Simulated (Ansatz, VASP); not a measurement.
## BeS in VASP and in Ansatz

The input INCAR:

```
PREC = Accurate ; ENCUT = 520
EDIFF = 1E-6 ; ISMEAR = 0
SIGMA = 0.05 ; LREAL = False
LASPH = True ; NELM = 60
ALGO = Normal ; ISIF = 2
LWAVE = False ; LCHARG = False
GGA = PS ; NBANDS = 11
```

Contents of KPOINTS:

```
Automatic mesh
0
Gamma
  10 10 10
```

Contents of POSCAR:

```
BeS
1.0
    0.0000000000      2.5209296296      2.4807416155
    2.4807416155      0.0000000000      2.4807416155
    2.4807416155      2.5209296296      0.0000000000
Be S
1 1
Direct
    0.0000000000      0.0000000000      0.0000000000
    0.7500000000      0.7500000000      0.7500000000
```

Input for Ansatz:

```yaml
crystal:
  lattice:
    - [0.0, 2.5209296296, 2.4807416155]
    - [2.4807416155, 0.0, 2.4807416155]
    - [2.4807416155, 2.5209296296, 0.0]
  atoms:
    - { symbol: Be, position: [0.0, 0.0, 0.0] }
    - { symbol: S, position: [0.75, 0.75, 0.75] }
basis:
  ecutwfc: 520.0
kpoints:
  mp_grid: { grid: [10, 10, 10] }
hamiltonian:
  xc: pbesol
scf:
  occupations: { method: gaussian, width: 0.05 }
output:
  forces: true
  stress: true
  eigenvalues: true
```

Alike in both runs: task single point; functional PBEsol; k mesh 10 × 10 × 10; occupations gaussian, width 0.05 eV; no spin polarisation.

|  | VASP | Ansatz |
| --- | --- | --- |
| version | VASP 6.6.1 | Ansatz 0.2.0 |
| potentials or method | VASP PAW PBE potentials, release 64 (Be, S), cutoff 520 eV | scalar-relativistic, plane waves, PAW |
| valence electrons in the cell | 8 | 8 |

Ansatz gave:

| Item | Value |
| --- | --- |
| gap on the k mesh at the Fermi level (eV) | 3.03 |
| least direct gap on the mesh (eV) | 5.00 |
| pressure (GPa) | -7.5 |
| traceless stress, the component that is largest in VASP (GPa) | -0.99 |

Question: Estimate VASP's values.

Answer: gap on the k mesh at the Fermi level (eV): 3.04; least direct gap on the mesh (eV): 5.00; pressure (GPa): -7.4; traceless stress, the component that is largest in VASP (GPa): -0.98.

VASP's potentials were made for PBE, not for PBEsol. The functional is the same, so the differences come from potentials, cutoffs and numerics.
